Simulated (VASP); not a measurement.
Here is a VASP 6.6.1 calculation.

INCAR

```
PREC = Accurate ; ENCUT = 600
EDIFF = 1E-7 ; ISMEAR = 0
SIGMA = 0.1 ; LREAL = F
LASPH = T ; NELM = 60
ALGO = Normal ; ISIF = 3
LWAVE = F ; LCHARG = F
GGA = PE ; IBRION = 2
NSW = 90 ; EDIFFG = -0.04
```

Contents of KPOINTS:

```
Automatic mesh
0
Gamma
  6 6 4
```

File POSCAR:

```
WC4
1.0
    2.9914243665      0.0000000000      0.0000000000
   -1.4957121833      2.5906494949      0.0000000000
    0.0000000000      0.0000000000      6.6143889310
W C
1 4
Direct
    0.3333333333      0.6666666667      0.5000000000
    0.0000000000      0.0000000000      0.0965989311
    0.0000000000      0.0000000000      0.9034010689
    0.0000000000      0.0000000000      0.2956388115
    0.0000000000      0.0000000000      0.7043611885
```

Potentials or basis: VASP PAW PBE potentials, release 64 (W_sv, C).

Command:

```bash
$ cat potpaw_PBE.64/W_sv/POTCAR potpaw_PBE.64/C/POTCAR > POTCAR
$ mpirun -np 1 vasp_std > vasp.out
```

Task: What does it give for the relaxed volume?

Result: 10.23 Å³/atom.

Task: Estimate the space group after relaxing (to 0.05 Å).

Result: P-6m2 (No. 187).

Task: Estimate the relaxed cell.

Result: a = 2.979 Å, b = 2.979 Å, c = 6.657 Å, α = 90.00°, β = 90.00°, γ = 120.00°.

Task: Estimate the band gap on the k mesh.

Result: Zero (band 15 reaches 6.89 eV, above the bottom of band 16 at 5.38 eV).

The path:
| step | energy change (eV) | largest force (eV/Å) | pressure (GPa) | volume (Å³) |
| --- | --- | --- | --- | --- |
| 1 | 0.0000 | 0.4398 | 0.95 | 51.26 |
| 2 | 0.0640 | 2.9315 | -2.65 | 51.71 |
| 3 | -0.0023 | 0.1585 | 0.30 | 51.33 |
| 4 | -0.0021 | 0.2358 | -2.01 | 51.54 |
| 5 | -0.0035 | 0.1555 | -0.81 | 51.43 |
| 6 | -0.0044 | 0.1815 | -0.07 | 51.27 |
| 7 | -0.0046 | 0.0740 | -0.31 | 51.32 |
| 8 | -0.0043 | 0.3647 | 0.04 | 51.16 |
| 9 | -0.0049 | 0.1059 | -0.17 | 51.25 |
| 10 | -0.0050 | 0.0783 | -0.12 | 51.10 |
| 11 | -0.0051 | 0.0190 | -0.14 | 51.17 |

Caveat: the k points lie up to 0.41 Å⁻¹ apart in the final cell; spin-orbit coupling is left out, which moves the levels of the heavy elements.
